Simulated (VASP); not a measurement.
# CaO (F-43m) in VASP: notebook, part 2 of 2

VASP 6.6.1. The steps go on from the part before.

### 5 Single point, r2SCAN

Input file POSCAR:

```
CaO
1.0
    0.0000000000      2.6067317390      2.6067317390
    2.6067317390      0.0000000000      2.6067317390
    2.6067317390      2.6067317390      0.0000000000
Ca O
1 1
Direct
    0.0000000000      0.0000000000      0.0000000000
    0.2500000000      0.2500000000      0.2500000000
```

Input file INCAR.step1:

```
  PREC = Accurate
  ENCUT = 520
  ISMEAR = -1
  SIGMA = 0.02
  LREAL = False
  LASPH = True
  NELM = 100
  NBANDS = 15
  GGA = PE
  ALGO = Normal
  EDIFF = 1E-4
  LWAVE = True
  LCHARG = False
```

Input file INCAR.step2:

```
  PREC = Accurate
  ENCUT = 520
  EDIFF = 1E-6
  ISMEAR = -1
  SIGMA = 0.02
  LREAL = False
  LASPH = True
  NELM = 100
  ALGO = Normal
  ISIF = 2
  LWAVE = False
  LCHARG = True
  METAGGA = R2SCAN
  LMIXTAU = True
  LELF = True
  LVHAR = True
  NBANDS = 15
  ISTART = 1
```

Input file KPOINTS:

```
regular mesh
0
Gamma
  8 8 8
```

Potentials or basis: VASP PAW PBE potentials, release 64 (Ca_sv, O).

On the command line:

```bash
$ cat potpaw_PBE.64/Ca_sv/POTCAR potpaw_PBE.64/O/POTCAR > POTCAR
$ cp INCAR.step1 INCAR
$ mpirun -np 1 vasp_std > vasp.out
$ cp INCAR.step2 INCAR
$ mpirun -np 1 vasp_std > vasp.out
```

OUTCAR:

```text
PREC = Accurate
   ENCUT = 520
   EDIFF = 1E-6
   ISMEAR = -1
   LREAL = False
   LASPH = True
   NELM = 100
   ISIF = 2
   METAGGA = R2SCAN
   ISTART = 1

 ion  position               nearest neighbor table
   1  0.000  0.000  0.000-   2 2.26   2 2.26   2 2.26   2 2.26
   2  0.250  0.250  0.250-   1 2.26   1 2.26   1 2.26   1 2.26

  LATTYP: Found a face centered cubic cell.
 ALAT       =     5.2134634780

  Lattice vectors:

 A1 = (   0.0000000000,   2.6067317390,   2.6067317390)
 A2 = (   2.6067317390,   0.0000000000,   2.6067317390)
 A3 = (   2.6067317390,   2.6067317390,   0.0000000000)

Analysis of symmetry for initial positions (statically):
=====================================================================
 Subroutine PRICEL returns:
 Original cell was already a primitive cell.

 Routine SETGRP: Setting up the symmetry group for a
 face centered cubic supercell.

 Subroutine GETGRP returns: Found 24 space group operations
 (whereof 24 operations were pure point group operations)
 out of a pool of 48 trial point group operations.

The static configuration has the point symmetry T_d .

Analysis of symmetry for dynamics (positions and initial velocities):
=====================================================================
 Subroutine PRICEL returns:
 Original cell was already a primitive cell.

 Routine SETGRP: Setting up the symmetry group for a
 face centered cubic supercell.

 Subroutine GETGRP returns: Found 24 space group operations
 (whereof 24 operations were pure point group operations)
 out of a pool of 48 trial point group operations.

The dynamic configuration has the point symmetry T_d .

 Subroutine INISYM returns: Found 24 space group operations
 (whereof 24 operations are pure point group operations),
 and found     1 'primitive' translations

----------------------------------------------------------------------------------------

[... 114 lines left out ...]
  Fermi-wavevector in a.u.,A,eV,Ry     =   1.256055  2.373599 21.465543  1.577673
  Thomas-Fermi vector in A             =   2.389781
   LORBIT       =      0    0 simple, 1 ext, 2 COOP (PROOUT), +10 PAW based schemes
   METAGGA = R2SCAN    functional components
   LHFCALC =     F    Hartree Fock is set to
   AEXX    =    0.0000 exact exchange contribution
   IVDW    =     0    specifies the selected vdW correction
   LEPSILON=     F    determine dielectric tensor
   LRPA    =     F    only Hartree local field effects (RPA)
 non-spin polarized calculation
  energy-cutoff  :      520.00
  volume of cell :       35.43
 maximum number of plane-waves:       961
   NGX = 13   NGY = 13   NGZ = 13

 number of electron      15.9999998 magnetization

 Free energy of the ion-electron system (eV)
  ---------------------------------------------------
  ext. energy  EPLUGINS =         0.00000000
  ---------------------------------------------------
  free energy    TOTEN  =       -18.94018660 eV

  energy without entropy =      -18.94018660  energy(sigma->0) =      -18.94018660

 E-fermi :   0.6473     XC(G=0):  -9.5810

 val. band max:        0.1465817783   @ k =  -0.2500   0.5000   0.2500
 cond. band min:       3.8798015943   @ k =   0.0000   0.0000   0.0000
 fundamental gap:      3.7332198160
 Fermi energy:         0.6472534872

 k-point     1 :       0.0000    0.0000    0.0000
  band No.  band energies     occupation
      1     -38.4129      2.00000
      2     -18.4727      2.00000
      3     -18.4727      2.00000
      4     -18.4726      2.00000
      5     -15.6065      2.00000
      6      -0.4783      2.00000
      7      -0.4783      2.00000
      8      -0.4783      2.00000
      9       3.8798      0.00000
     10       8.8010      0.00000
     11       8.8010      0.00000
     12      10.4326      0.00000
     13      10.4326      0.00000
     14      10.4326      0.00000
[... 401 lines left out ...]
      2     -19.2479      2.00000
      3     -18.6493      2.00000
      4     -18.5599      2.00000
      5     -14.7536      2.00000
      6      -0.6883      2.00000
      7      -0.3953      2.00000
      8      -0.0609      2.00000
      9       6.0871      0.00000
     10       7.6478      0.00000
     11       8.8325      0.00000
     12      10.2218      0.00000
     13      10.4259      0.00000
     14      11.4023      0.00000
     15      13.1544      0.00000

 [... further k-points ...]
[... 5 lines left out ...]
  --------------------------------------------------------------------------------------
  -------------------------------------------------------------------------------------
  Total        0.1982524      0.1982524      0.1982524      0.0000000      0.0000000     -0.0000000
  in kB        8.9662351      8.9662351      8.9662351      0.0000000      0.0000000     -0.0000000
  external PRESSURE =       8.9662351 kB  Pullay stress =       0.0000000 kB

 VOLUME and BASIS-vectors are now :
 -----------------------------------------------------------------------------
  energy-cutoff  :      520.00
  volume of cell :       35.43
      direct lattice vectors                 reciprocal lattice vectors
     0.000000000  2.606731739  2.606731739    -0.191811068  0.191811068  0.191811068
     2.606731739  0.000000000  2.606731739     0.191811068 -0.191811068  0.191811068
     2.606731739  2.606731739  0.000000000     0.191811068  0.191811068 -0.191811068

 POSITION                                       TOTAL-FORCE (eV/Angst)
 -----------------------------------------------------------------------------------
      0.00000      0.00000      0.00000        -0.000000      0.000000     -0.000000
      1.30337      1.30337      1.30337         0.000000     -0.000000      0.000000
 -----------------------------------------------------------------------------------
    total drift:                               -0.000000     -0.000000     -0.000000

  FREE ENERGIE OF THE ION-ELECTRON SYSTEM (eV)
  ---------------------------------------------------
  free  energy   TOTEN  =       -18.9401865996 eV

  energy  without entropy=      -18.9401865996  energy(sigma->0) =      -18.94018660
```

OSZICAR.step1:

```text
N       E                     dE             d eps       ncg     rms          rms(c)
DAV:   1     0.128767346493E+03    0.12877E+03   -0.82628E+03   870   0.106E+03
DAV:   2    -0.901907399581E+01   -0.13779E+03   -0.12664E+03  1080   0.281E+02
DAV:   3    -0.148697671158E+02   -0.58507E+01   -0.58086E+01  1024   0.618E+01
DAV:   4    -0.150716935365E+02   -0.20193E+00   -0.20182E+00  1270   0.974E+00
DAV:   5    -0.150726860662E+02   -0.99253E-03   -0.99248E-03  1031   0.854E-01    0.972E+00
DAV:   6    -0.125520713067E+02    0.25206E+01   -0.85185E+00   954   0.253E+01    0.418E+00
DAV:   7    -0.124488576808E+02    0.10321E+00   -0.84135E-01   960   0.845E+00    0.200E+00
DAV:   8    -0.124378950529E+02    0.10963E-01   -0.13739E-01  1108   0.380E+00    0.477E-01
DAV:   9    -0.124366962754E+02    0.11988E-02   -0.10042E-02  1015   0.904E-01    0.168E-01
DAV:  10    -0.124385502781E+02   -0.18540E-02   -0.16015E-03   926   0.322E-01    0.567E-02
DAV:  11    -0.124386861577E+02   -0.13588E-03   -0.76719E-04  1046   0.187E-01    0.368E-02
DAV:  12    -0.124386696139E+02    0.16544E-04   -0.78158E-05   838   0.105E-01
   1 F= -.12438670E+02 E0= -.12438670E+02  d E =-.731346E-13
```

Wall time 34 s (1 thread of AMD EPYC 9R45 (Zen 5), shared host); peak memory 0.14 GiB.

Results:

| Item | Value |
| --- | --- |
| Free energy | -18.9402 eV |
| Pressure | 0.9 GPa |
| Band gap on the k mesh | 3.73 eV, indirect (least direct gap 4.36 eV) |

Caveat: the PAW data sets were made with another functional, which shifts forces and pressure a little. r2SCAN opens gaps a little over a GGA but as a rule still falls short of measured ones.

### 6 Single point, r2SCAN

POSCAR is that of step 5.

Input file INCAR.step1:

```
PREC = Accurate
ENCUT = 520
ISMEAR = 0
SIGMA = 0.01
LREAL = F
LASPH = T
NELM = 80
NBANDS = 15
GGA = PE
ALGO = Normal
EDIFF = 1E-4
LWAVE = T
LCHARG = F
```

Input file INCAR.step2:

```
PREC = Accurate
ENCUT = 520
EDIFF = 1E-7
ISMEAR = 0
SIGMA = 0.01
LREAL = F
LASPH = T
NELM = 80
ALGO = Normal
ISIF = 2
LWAVE = F
LCHARG = F
METAGGA = R2SCAN
LMIXTAU = T
NBANDS = 15
ISTART = 1
```

Input file KPOINTS:

```
Automatic mesh
0
Gamma
  8 8 8
```

Potentials or basis: VASP PAW PBE potentials, release 64 (Ca_sv, O).

On the command line:

```bash
$ cat potpaw_PBE.64/Ca_sv/POTCAR potpaw_PBE.64/O/POTCAR > POTCAR
$ cp INCAR.step1 INCAR
$ mpirun -np 1 vasp_std > vasp.out
$ cp INCAR.step2 INCAR
$ mpirun -np 1 vasp_std > vasp.out
```

It took 38 s on 1 thread of AMD EPYC 9R45 (Zen 5), shared host; peak memory 0.14 GiB.

Results (log left out):

```yaml
Free_energy: -18.9402 eV
Pressure: 0.9 GPa
Band_gap_on_the_k_mesh: 3.73 eV, indirect (least direct gap 4.36 eV)
```

Levels at points of the mesh, in eV from the valence-band top:
```tsv
k point	band 4	band 5	band 6	band 7	band 8	band 9	band 10	band 11	band 12	band 13
(0.00, 0.00, 0.00)	-18.62	-15.75	-0.62	-0.62	-0.62	3.73	8.65	8.65	10.29	10.29
(0.50, 0.00, 0.00)	-18.67	-15.03	-0.99	-0.36	-0.36	6.58	8.53	8.53	8.82	10.08
(0.50, 0.50, 0.00)	-18.76	-14.81	-1.42	0.00	0.00	5.34	7.21	9.74	10.04	10.04
```

Caveat: the PAW data sets were made with another functional, which shifts forces and pressure a little. A k mesh can miss the band edges.

### 7 Overview

```csv
level,potentials or basis,cell,smearing,gap on the mesh (eV),pressure (GPa)
PBE,"VASP PAW PBE potentials, release 64 (Ca_sv, O)","a = 3.686 Å, angles 60.0°, 2 atoms",fermi-dirac 0.02 eV,3.33,1.9
LDA,"VASP PAW LDA potentials, release 64 (Ca_sv, O)","a = 3.686 Å, angles 60.0°, 2 atoms",gaussian 0.01 eV,3.14,-3.9
PBEsol,"VASP PAW PBE potentials, release 64 (Ca_sv, O)","a = 3.663 Å, angles 60.0°, 2 atoms",fermi-dirac 0.02 eV,3.26,0.5
r2SCAN,"VASP PAW PBE potentials, release 64 (Ca_sv, O)","a = 3.686 Å, angles 60.0°, 2 atoms",fermi-dirac 0.02 eV,3.73,0.9
r2SCAN,"VASP PAW PBE potentials, release 64 (Ca_sv, O)","a = 3.686 Å, angles 60.0°, 2 atoms",gaussian 0.01 eV,3.73,0.9
```

Alike in all rows: task single point; no spin polarisation; k mesh 8 × 8 × 8; cutoff (eV) 520.

Caveats: the PAW data sets were made with another functional, which shifts forces and pressure a little (some runs).

Absolute energies hang on the potentials; compare differences alone.
